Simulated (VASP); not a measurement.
# SnGe2 (Fm-3m) in VASP: further runs, part 2 of 2

VASP 6.6.1. Earlier steps stand in the parts before.

### Step 4. Relaxation of cell and atoms, PBE, target pressure 31 GPa, at which the enthalpy is minimised

INCAR

```
SYSTEM = SnGe2
PREC     = Accurate       ! precision mode
ENCUT    = 600            ! plane-wave cutoff, eV
EDIFF    = 1E-6           ! SCF threshold, eV
ISMEAR   = -1             ! smearing method
SIGMA    = 0.15           ! smearing width, eV
LREAL    = .FALSE.        ! projectors in reciprocal space
LASPH    = .TRUE.         ! aspherical terms in the spheres
NELM     = 80             ! most SCF steps
ALGO     = Normal         ! electronic algorithm
ISIF     = 3              ! what is computed and relaxed
LWAVE    = .FALSE.        ! write WAVECAR
LCHARG   = .FALSE.        ! write CHGCAR
GGA      = PE             ! functional
IBRION   = 2              ! ionic algorithm
NSW      = 80             ! ionic steps
EDIFFG   = -0.001         ! ionic threshold
PSTRESS  = 310.0
```

KPOINTS

```
Automatic mesh
0
G
  12 12 12
  0 0 0
```

POSCAR

```
SnGe2
1.0
    0.0000000000      3.3978336137      3.3978336137
    3.3978336137      0.0000000000      3.3978336137
    3.3978336137      3.3978336137      0.0000000000
Sn Ge
1 2
Direct
    0.0000000000      0.0000000000      0.0000000000
    0.7500000000      0.7500000000      0.7500000000
    0.2500000000      0.2500000000      0.2500000000
```

Potentials or basis: VASP PAW PBE potentials, release 64 (Sn_d, Ge_d).

Command:

```console
$ cat potpaw_PBE.64/Sn_d/POTCAR potpaw_PBE.64/Ge_d/POTCAR > POTCAR
$ mpirun -np 1 vasp_std > vasp.out
```

OUTCAR:

```text
SYSTEM = SnGe2
   PREC = Accurate
   ENCUT = 600
   EDIFF = 1E-6
   ISMEAR = -1
   LREAL = .FALSE.
   LASPH = .TRUE.
   NELM = 80
   ISIF = 3
   GGA = PE
   IBRION = 2
   NSW = 80
   EDIFFG = -0.001
   PSTRESS = 310.0

 ion  position               nearest neighbor table
   1  0.000  0.000  0.000-   2 2.94   2 2.94   3 2.94   3 2.94   2 2.94   2 2.94   3 2.94   3 2.94

   2  0.750  0.750  0.750-   1 2.94   1 2.94   1 2.94   1 2.94
   3  0.250  0.250  0.250-   1 2.94   1 2.94   1 2.94   1 2.94

  LATTYP: Found a face centered cubic cell.
 ALAT       =     6.7956672274

  Lattice vectors:

 A1 = (   0.0000000000,   3.3978336137,   3.3978336137)
 A2 = (   3.3978336137,   0.0000000000,   3.3978336137)
[... 175 lines left out ...]
  ---------------------------------------------------
  free energy    TOTEN  =       -11.86093889 eV

  energy without entropy =      -11.73616018  energy(sigma->0) =      -11.79854953

 E-fermi :   5.4252     XC(G=0):  -9.7830

 val. band max:        5.4198432872   @ k =  -0.4167   0.4167   0.0000
 cond. band min:       5.4374301366   @ k =   0.2500   0.0833   0.0000
 fundamental gap:      0.0175868493
 Fermi energy:         5.4252232217
[... 1465 lines left out ...]
  energy  without entropy=      -10.6713100045  energy(sigma->0) =      -10.72388097

  enthalpy is  TOTEN    =         0.7691947663 eV   P V=       11.5456467094

[... ionic steps 4 to 12 ...]

--------------------------------------- Ionic step       13  -------------------------------------------

 number of electron      41.9999998 magnetization

------------------------ aborting loop because EDIFF is reached ----------------------------------------
[... 73 lines left out ...]
--------------------------------------- Ionic step       15  -------------------------------------------

 number of electron      41.9999998 magnetization

 Free energy of the ion-electron system (eV)
  ---------------------------------------------------
  ext. energy  EPLUGINS =         0.00000000
  ---------------------------------------------------
  free energy    TOTEN  =       -10.30507254 eV

  energy without entropy =      -10.20302037  energy(sigma->0) =      -10.25404645

 E-fermi :   9.1147     XC(G=0): -11.3542

 val. band max:        9.0965089337   @ k =   0.1667   0.1667   0.0000
 cond. band min:       9.2219479416   @ k =   0.3333   0.1667   0.0000
 fundamental gap:      0.1254390079
 Fermi energy:         9.1147334321
[... 706 lines left out ...]
  energy  without entropy=      -10.2030203702  energy(sigma->0) =      -10.25404645

  enthalpy is  TOTEN    =         0.7053194333 eV   P V=       11.0103919718

 reached required accuracy - stopping structural energy minimisation
```

Wall time 37 min (1 thread of Intel Xeon 8259CL, shared host); peak memory 0.37 GiB.

What came out:

* Free energy: -10.3051 eV
* Relaxed volume: 18.97 Å³/atom
* Relaxed cell: a = 4.317 Å, b = 4.317 Å, c = 4.317 Å, α = 60.00°, β = 60.00°, γ = 60.00°
* Space group after relaxing (to 0.1 Å): Fm-3m (No. 225)
* Energy change on relaxing (the run minimises the enthalpy): +518.6 meV/atom
* Ionic steps: 15
* Pressure after relaxing: 31.0 GPa
* Band gap on the k mesh: zero (bands 21 and 22 overlap by 2.11 eV)

Step by step:
| step | energy change (eV) | largest force (eV/Å) | pressure (GPa) | volume (Å³) |
| --- | --- | --- | --- | --- |
| 1 | 0.0000 | 0.0000 | 0.09 | 78.46 |
| 2 | 16.8293 | 0.0000 | 262.29 | 33.98 |
| 3 | 1.0845 | 0.0000 | 23.81 | 59.67 |
| 4 | 1.3369 | 0.0000 | 27.89 | 58.10 |
| 5 | 1.5374 | 0.0000 | 30.94 | 57.00 |
| 6 | 1.6125 | 0.0000 | 32.18 | 56.62 |
| 7 | 1.4196 | 0.0000 | 29.04 | 57.63 |
| 8 | 1.5496 | 0.0000 | 31.09 | 56.94 |
| 9 | 1.5439 | 0.0000 | 30.92 | 56.97 |
| 10 | 1.5467 | 0.0000 | 30.91 | 56.95 |
| 11 | 1.5482 | 0.0000 | 30.95 | 56.94 |
| 12 | 1.5554 | 0.0000 | 30.96 | 56.91 |
| 13 | 1.5724 | 0.0000 | 31.39 | 56.82 |
| 14 | 1.5568 | 0.0000 | 31.07 | 56.90 |
| 15 | 1.5559 | 0.0000 | 30.99 | 56.91 |

Final structure:
```yaml
crystal:
  lattice:
    - [0.00000, 3.05286, 3.05286]
    - [3.05286, 0.00000, 3.05286]
    - [3.05286, 3.05286, 0.00000]
  atoms:
    - { symbol: Sn, position: [0.00000, 0.00000, 0.00000] }
    - { symbol: Ge, position: [0.75000, 0.75000, 0.75000] }
    - { symbol: Ge, position: [0.25000, 0.25000, 0.25000] }
```

Levels at points of the mesh, in eV from the Fermi level:
```tsv
k point	band 18	band 19	band 20	band 21	band 22	band 23	band 24	band 25
(0.00, 0.00, 0.00)	-1.82	-1.82	-1.82	-1.00	-1.00	-1.00	0.12	3.22
(0.50, 0.00, 0.00)	-4.15	-3.31	-3.31	-0.93	-0.93	-0.63	5.71	5.99
(0.50, 0.50, 0.00)	-7.36	-5.52	-5.52	-1.29	4.42	4.42	5.82	6.70
```

Caveat: the cell is relaxed towards a set pressure, so the run minimises the enthalpy, not the energy; the volume moved by over 15 % at a fixed basis, so the end points are rough; spin-orbit coupling is left out, which moves the levels of the heavy elements.

### Step 5. Summary

```csv
cell,gap on the mesh (eV),pressure (GPa)
relaxed to 13 GPa,none,13.0
relaxed to 21 GPa,none,21.0
relaxed to 31 GPa,none,31.0
```

Alike in all rows: task relaxation of cell and atoms; level PBE; potentials or basis VASP PAW PBE potentials, release 64 (Sn_d, Ge_d); no spin polarisation; k mesh 12 × 12 × 12; cutoff (eV) 600; smearing fermi-dirac 0.15 eV.

Caveats: the cell is relaxed towards a set pressure, so the run minimises the enthalpy, not the energy; the volume moved by over 15 % at a fixed basis, so the end points are rough; spin-orbit coupling is left out, which moves the levels of the heavy elements.

Total energies depend on the potentials used, so only differences within one code and one set of settings carry meaning.

The gap in the log of VASP goes by the Fermi energy; the results here count the filled bands.